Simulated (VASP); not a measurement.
# TiSi4Ir (R-3m) in VASP: a series of runs, part 2 of 2

VASP 6.6.1. The steps go on from the part before.

### Step 4. Relaxation of cell and atoms, PBE

File INCAR:

```
PREC     = Accurate       # precision mode
ENCUT    = 500            # plane-wave cutoff, eV
EDIFF    = 1E-7           # SCF threshold, eV
ISMEAR   = 0              # smearing method
SIGMA    = 0.1            # smearing width, eV
LREAL    = F              # projectors in reciprocal space
LASPH    = T              # aspherical terms in the spheres
NELM     = 120            # most SCF steps
ALGO     = Normal         # electronic algorithm
ISIF     = 3              # what is computed and relaxed
LWAVE    = F              # write WAVECAR
LCHARG   = F              # write CHGCAR
GGA      = PE             # functional
IBRION   = 2              # ionic algorithm
NSW      = 90             # ionic steps
EDIFFG   = -0.04          # ionic threshold
GGA_COMPAT= F            
NELMIN   = 4
```

File KPOINTS:

```
Automatic mesh
0
Gamma
  6 6 6
```

File POSCAR:

```
TiSi4Ir
1.0
    1.8556072300      1.0713353400      6.0583012100
   -1.8556072300      1.0713353400      6.0583012100
    0.0000000000     -2.1426706700      6.0583012100
Ti Si Ir
1 4 1
Direct
    0.0000000000      0.0000000000      0.0000000000
    0.6198467000      0.6198467000      0.6198467000
    0.1290396600      0.1290396600      0.1290396600
    0.8709603400      0.8709603400      0.8709603400
    0.3801533000      0.3801533000      0.3801533000
    0.5000000000      0.5000000000      0.5000000000
```

Potentials or basis: VASP PAW PBE potentials, release 64 (Ti_sv, Si, Ir).

Started as:

```bash
$ cat potpaw_PBE.64/Ti_sv/POTCAR potpaw_PBE.64/Si/POTCAR potpaw_PBE.64/Ir/POTCAR > POTCAR
$ mpirun -np 1 vasp_std > vasp.out
```

OUTCAR:

```text
PREC = Accurate
   ENCUT = 500
   EDIFF = 1E-7
   ISMEAR = 0
   LREAL = F
   LASPH = T
   NELM = 120
   ISIF = 3
   GGA = PE
   IBRION = 2
   NSW = 90
   EDIFFG = -0.04
   NELMIN = 4

 ion  position               nearest neighbor table
   1  0.000  0.000  0.000-   2 2.31   2 2.31   5 2.31   5 2.31   2 2.31   5 2.31   4 2.35   3 2.35

   2  0.620  0.620  0.620-   6 2.18   1 2.31   1 2.31   1 2.31   4 2.61   4 2.61   4 2.61   5 2.74
                             5 2.74   5 2.74
   3  0.129  0.129  0.129-   6 2.25   6 2.25   6 2.25   1 2.35   4 2.54   4 2.54   4 2.54   5 2.61
                             5 2.61   5 2.61
   4  0.871  0.871  0.871-   6 2.25   6 2.25   6 2.25   1 2.35   3 2.54   3 2.54   3 2.54   2 2.61
                             2 2.61   2 2.61
   5  0.380  0.380  0.380-   6 2.18   1 2.31   1 2.31   1 2.31   3 2.61   3 2.61   3 2.61   2 2.74
                             2 2.74   2 2.74
   6  0.500  0.500  0.500-   2 2.18   5 2.18   3 2.25   3 2.25   4 2.25   4 2.25   3 2.25   4 2.25

  LATTYP: Found a trigonal (rhomboedric) cell.
 ALAT       =     6.4260447519
 COS(alpha) =     0.8332312713

  Lattice vectors:

 A1 = (   1.8556072300,   1.0713353400,   6.0583012100)
 A2 = (  -1.8556072300,   1.0713353400,   6.0583012100)
 A3 = (   0.0000000000,  -2.1426706700,   6.0583012100)

Analysis of symmetry for initial positions (statically):
=====================================================================
 Subroutine PRICEL returns:
 Original cell was already a primitive cell.

 Routine SETGRP: Setting up the symmetry group for a
 trigonal (rhombohedral) supercell.

 Subroutine GETGRP returns: Found 12 space group operations
 (whereof 12 operations were pure point group operations)
 out of a pool of 12 trial point group operations.

The static configuration has the point symmetry D_3d.

Analysis of symmetry for dynamics (positions and initial velocities):
=====================================================================
 Subroutine PRICEL returns:
 Original cell was already a primitive cell.

 Routine SETGRP: Setting up the symmetry group for a
 trigonal (rhombohedral) supercell.

 Subroutine GETGRP returns: Found 12 space group operations
 (whereof 12 operations were pure point group operations)
 out of a pool of 12 trial point group operations.
[... 117 lines left out ...]
   POTIM  = 0.5000    time-step for ionic-motion
   TEBEG  =    0.0;   TEEND  =   0.0 temperature during run
   PSTRESS=    0.0 pullay stress
   NELECT =      37.0000    total number of electrons
   NUPDOWN=      -1.0000    fix difference up-down
   EMIN   =  10.00;   EMAX   =-10.00  energy-range for DOS
   EFERMI =   0.00;   METHOD = LEGACY
   ISMEAR =     0;   SIGMA  =   0.10  broadening in eV -4-tet -1-fermi 0-gaus
   EFERMI_NEDOS =   21; number of points for ismear=-14 and -15
   IALGO  =     38    algorithm
   IMIX   =      4    mixing-type and parameters
     AMIX     =   0.40;   BMIX     =  1.00
     AMIX_MAG =   1.60;   BMIX_MAG =  1.00
  volume/ion in A,a.u.               =      12.04        81.28
  Fermi-wavevector in a.u.,A,eV,Ry     =   1.309697  2.474969 23.338162  1.715307
  Thomas-Fermi vector in A             =   2.440278
   LORBIT       =      0    0 simple, 1 ext, 2 COOP (PROOUT), +10 PAW based schemes
   GGA     = PE    functional components
   LHFCALC =     F    Hartree Fock is set to
   AEXX    =    0.0000 exact exchange contribution
   IVDW    =     0    specifies the selected vdW correction
   LEPSILON=     F    determine dielectric tensor
   LRPA    =     F    only Hartree local field effects (RPA)
 conjugate gradient relaxation of ions
 non-spin polarized calculation
 Gauss-broadening in eV      SIGMA  =   0.10
  energy-cutoff  :      500.00
  volume of cell :       72.26
 maximum number of plane-waves:      1853
   NGX = 23   NGY = 23   NGZ = 23

--------------------------------------- Ionic step        1  -------------------------------------------

 number of electron      37.0000001 magnetization

 Free energy of the ion-electron system (eV)
  ---------------------------------------------------
  ext. energy  EPLUGINS =         0.00000000
  ---------------------------------------------------
  free energy    TOTEN  =       -33.57874752 eV

  energy without entropy =      -33.56132057  energy(sigma->0) =      -33.57003404

 E-fermi :  12.4011     XC(G=0): -12.4456

 val. band max:       12.3922813410   @ k =   0.5000   0.5000   0.1667
 cond. band min:      12.4336602231   @ k =   0.5000   0.5000   0.3333
 fundamental gap:      0.0413788821
 Fermi energy:        12.4010842513
[... 1322 lines left out ...]
  FREE ENERGIE OF THE ION-ELECTRON SYSTEM (eV)
  ---------------------------------------------------
  free  energy   TOTEN  =       -39.0457263242 eV

  energy  without entropy=      -39.0257352672  energy(sigma->0) =      -39.03573080

[... ionic steps 4 to 24 ...]

--------------------------------------- Ionic step       25  -------------------------------------------

 number of electron      36.9999990 magnetization

------------------------ aborting loop because EDIFF is reached ----------------------------------------
[... 75 lines left out ...]
--------------------------------------- Ionic step       27  -------------------------------------------

 number of electron      36.9999993 magnetization

 Free energy of the ion-electron system (eV)
  ---------------------------------------------------
  ext. energy  EPLUGINS =         0.00000000
  ---------------------------------------------------
  free energy    TOTEN  =       -40.71211618 eV

  energy without entropy =      -40.70678471  energy(sigma->0) =      -40.70945045

 E-fermi :   8.7361     XC(G=0): -11.1827

 val. band max:        8.7005120972   @ k =   0.5000   0.5000   0.5000
 cond. band min:       8.8163238706   @ k =  -0.3333   0.1667   0.0000
 fundamental gap:      0.1158117734
 Fermi energy:         8.7360859672
[... 633 lines left out ...]
  FREE ENERGIE OF THE ION-ELECTRON SYSTEM (eV)
  ---------------------------------------------------
  free  energy   TOTEN  =       -40.7121161815 eV

  energy  without entropy=      -40.7067847096  energy(sigma->0) =      -40.70945045

 reached required accuracy - stopping structural energy minimisation
```

OSZICAR:

```text
N       E                     dE             d eps       ncg     rms          rms(c)
DAV:   1     0.338290080768E+03    0.33829E+03   -0.16240E+04  1408   0.164E+03
DAV:   2     0.217651616058E+00   -0.33807E+03   -0.33007E+03  1426   0.460E+02
DAV:   3    -0.335094436607E+02   -0.33727E+02   -0.32942E+02  2214   0.128E+02
[... 369 lines left out ...]
DAV:   4    -0.407121137990E+02    0.12788E-04   -0.86212E-05  2188   0.740E-02    0.709E-03
DAV:   5    -0.407121146604E+02   -0.86140E-06   -0.11043E-05  2186   0.200E-02    0.495E-03
DAV:   6    -0.407121150541E+02   -0.39368E-06   -0.11416E-06  1742   0.825E-03    0.324E-03
DAV:   7    -0.407121158743E+02   -0.82014E-06   -0.44314E-07  1830   0.435E-03    0.741E-04
DAV:   8    -0.407121161436E+02   -0.26936E-06   -0.22721E-07  1370   0.208E-03    0.449E-04
DAV:   9    -0.407121161815E+02   -0.37855E-07   -0.26655E-08   734   0.110E-03
  27 F= -.40712116E+02 E0= -.40709450E+02  d E =-.272735E-01
```

Run time: 28 min. Hardware: 1 thread of AMD EPYC 9R45 (Zen 5), shared host; peak memory 0.37 GiB.

What came out:

```yaml
Free_energy: -40.7121 eV
Relaxed_volume: 15.91 Å³/atom
Relaxed_cell: a = 8.191 Å, b = 8.191 Å, c = 8.191 Å, α = 26.36°, β = 26.36°, γ = 26.36°
Space_group_after_relaxing_to_0.1_Å: R-3m (No. 166)
Energy_gained_by_relaxing: 1188.9 meV/atom
Ionic_steps: 27
Pressure_after_relaxing: 0.0 GPa
Largest_force_after_relaxing: 0.030 eV/Å
Band_gap_on_the_k_mesh: zero (an odd number of electrons rules out a gap without spin polarisation)
```

Forces on the atoms (eV/Å):
```
Ti   0.000  0.000  0.000
Si   0.000  0.000 -0.030
Si   0.000  0.000  0.026
Si   0.000  0.000 -0.026
Si   0.000  0.000  0.030
Ir   0.000  0.000  0.000
```

Stress tensor (GPa, compression positive):
```
 0.10  0.00  0.00
 0.00  0.10  0.00
 0.00  0.00 -0.33
```

The path:
| step | energy change (eV) | largest force (eV/Å) | pressure (GPa) | volume (Å³) |
| --- | --- | --- | --- | --- |
| 1 | 0.0000 | 2.1353 | 84.84 | 72.26 |
| 2 | 1.0063 | 0.6667 | -20.49 | 161.40 |
| 3 | -5.4670 | 1.0628 | -4.14 | 102.72 |
| 4 | -5.5128 | 1.0266 | -1.41 | 100.43 |
| 5 | -5.5203 | 0.9991 | 0.33 | 99.11 |
| 6 | -5.5187 | 1.0122 | -0.47 | 99.70 |
| 7 | -5.5996 | 0.7745 | -1.08 | 100.30 |
| 8 | -5.7633 | 0.4919 | -2.49 | 102.05 |
| 9 | -5.8609 | 1.2150 | -3.42 | 105.44 |
| 10 | -5.8621 | 0.8506 | -3.40 | 103.91 |
| 11 | -5.8817 | 0.9890 | -3.51 | 104.56 |
| 12 | -5.9093 | 1.0293 | -3.47 | 104.57 |
| 13 | -5.9855 | 1.1359 | -3.34 | 104.58 |
| 14 | -6.0913 | 1.3272 | -2.92 | 104.56 |
| 15 | -6.0181 | 2.3962 | -1.06 | 104.35 |
| 16 | -6.1061 | 1.6185 | -2.40 | 104.52 |
| 17 | -6.1950 | 1.4426 | -2.48 | 104.15 |
| 18 | -6.4038 | 1.4780 | -2.52 | 103.03 |
| 19 | -6.5786 | 1.5840 | -1.62 | 100.67 |
| 20 | -6.6653 | 1.5166 | -1.06 | 99.78 |
| 21 | -6.8795 | 1.2666 | 0.98 | 97.17 |
| 22 | -7.0355 | 0.4465 | 7.12 | 92.06 |
| 23 | -7.0959 | 0.2696 | 4.50 | 93.04 |
| 24 | -7.1061 | 0.3054 | 3.04 | 93.64 |
| 25 | -7.1254 | 0.1715 | 1.59 | 94.48 |
| 26 | -7.1333 | 0.0350 | -0.13 | 95.54 |
| 27 | -7.1334 | 0.0296 | -0.04 | 95.48 |

Final structure:
```
Ti Si Ir
1.0
     1.86768    1.07831    7.90201
    -1.86768    1.07831    7.90201
     0.00000   -2.15661    7.90201
Ti Si Ir
1 4 1
Direct
  0.00000 0.00000 0.00000
  0.60402 0.60402 0.60402
  0.11395 0.11395 0.11395
  0.88605 0.88605 0.88605
  0.39598 0.39598 0.39598
  0.50000 0.50000 0.50000
```

Levels at points of the mesh, in eV from the Fermi level:
```csv
k point,band 15,band 16,band 17,band 18,band 19,band 20,band 21,band 22
"(0.00, 0.00, 0.00)",-1.19,-1.19,-0.73,-0.73,0.29,0.29,2.05,2.98
"(0.50, 0.00, 0.00)",-2.87,-2.01,-1.88,-0.81,-0.12,0.39,1.57,1.84
"(0.50, 0.50, 0.00)",-2.55,-2.04,-1.98,-1.72,-1.20,0.90,1.52,2.02
"(0.50, 0.50, 0.50)",-1.92,-0.84,-0.04,-0.04,1.18,1.31,1.64,1.64
```

Caveat: the volume moved by over 15 % at a fixed basis, so the end points are rough; spin-orbit coupling is left out, which moves the levels of the heavy elements.

### Step 5. Single point, PBE

This run uses another cell than the first one, of 15.94 Å³/atom.

File INCAR:

```
SYSTEM = TiSi4Ir
  PREC = Accurate
  ENCUT = 500
  EDIFF = 1E-6
  ISMEAR = 0
  SIGMA = 0.1
  LREAL = .FALSE.
  LASPH = .TRUE.
  NELM = 120
  ALGO = Normal
  ISIF = 2
  LWAVE = .FALSE.
  LCHARG = .FALSE.
  GGA = PE
  NBANDS = 28
  GGA_COMPAT = .FALSE.
```

File KPOINTS:

```
regular mesh
0
G
  12 12 12
  0 0 0
```

File POSCAR:

```
TiSi4Ir
1.0
    1.8681038333      1.0785502511      7.9089042514
   -1.8681038333      1.0785502511      7.9089042514
    0.0000000000     -2.1571005021      7.9089042514
Ti Si Ir
1 4 1
Direct
    0.0000000000      0.0000000000      0.0000000000
    0.6037763116      0.6037763116      0.6037763116
    0.1143366307      0.1143366307      0.1143366307
    0.8856633693      0.8856633693      0.8856633693
    0.3962236884      0.3962236884      0.3962236884
    0.5000000000      0.5000000000      0.5000000000
```

Started as:

```bash
$ cat potpaw_PBE.64/Ti_sv/POTCAR potpaw_PBE.64/Si/POTCAR potpaw_PBE.64/Ir/POTCAR > POTCAR
$ mpirun -np 1 vasp_std > vasp.out
```

Run time: 17 min. Hardware: 1 thread of AMD EPYC 9R45 (Zen 5), shared host; peak memory 0.79 GiB.

The run converged. Its results:

- Free energy: -40.7116 eV
- Pressure: 0.1 GPa
- Largest force: 0.016 eV/Å
- Band gap on the k mesh: zero (an odd number of electrons rules out a gap without spin polarisation)

Forces in eV/Å, atoms in the order of the input:
```
Ti   0.000  0.000  0.000
Si   0.000  0.000  0.016
Si   0.000  0.000 -0.009
Si   0.000  0.000  0.009
Si   0.000  0.000 -0.016
Ir   0.000  0.000  0.000
```

Levels at points of the mesh, in eV from the Fermi level:
```csv
k point,band 15,band 16,band 17,band 18,band 19,band 20,band 21,band 22
"(0.00, 0.00, 0.00)",-1.22,-1.22,-0.77,-0.77,0.26,0.26,1.98,2.93
"(0.50, 0.00, 0.00)",-2.92,-2.09,-1.97,-0.85,-0.16,0.32,1.52,1.79
"(0.50, 0.50, 0.00)",-2.60,-2.12,-2.06,-1.76,-1.24,0.85,1.47,1.80
"(0.50, 0.50, 0.50)",-1.95,-0.87,-0.07,-0.07,1.12,1.25,1.41,1.41
```

Caveat: spin-orbit coupling is left out, which moves the levels of the heavy elements.

### Step 6. Summary

| task | cell | k mesh | gap on the mesh (eV) | pressure (GPa) | largest force (eV/Å) |
| --- | --- | --- | --- | --- | --- |
| single point | a = 6.426 Å, angles 33.6°, 6 atoms, atomic positions A | 6 × 6 × 6 | none | 84.9 | 2.14 |
| single point | a = 8.191 Å, angles 26.4°, 6 atoms, atomic positions B | 6 × 6 × 6 | none | 0.0 | 0.01 |
| relaxation of cell and atoms | relaxed from a = 6.426 Å, angles 33.6°, 6 atoms, atomic positions A | 6 × 6 × 6 | none | 0.0 | 0.03 |
| single point | a = 8.198 Å, angles 26.3°, 6 atoms, atomic positions B | 12 × 12 × 12 | none | 0.1 | 0.02 |

Alike in all rows: level PBE; potentials or basis VASP PAW PBE potentials, release 64 (Ti_sv, Si, Ir); no spin polarisation; cutoff (eV) 500; smearing gaussian 0.1 eV.

Caveats: spin-orbit coupling is left out, which moves the levels of the heavy elements; the cell stands under pressure (at least some runs); forces of over 1 eV/Å act on the atoms, so gaps and moduli don't describe the material at rest (at least some runs); the volume moved by over 15 % at a fixed basis, so the end points are rough (at least some runs).

Absolute energies hang on the potentials; compare differences alone.
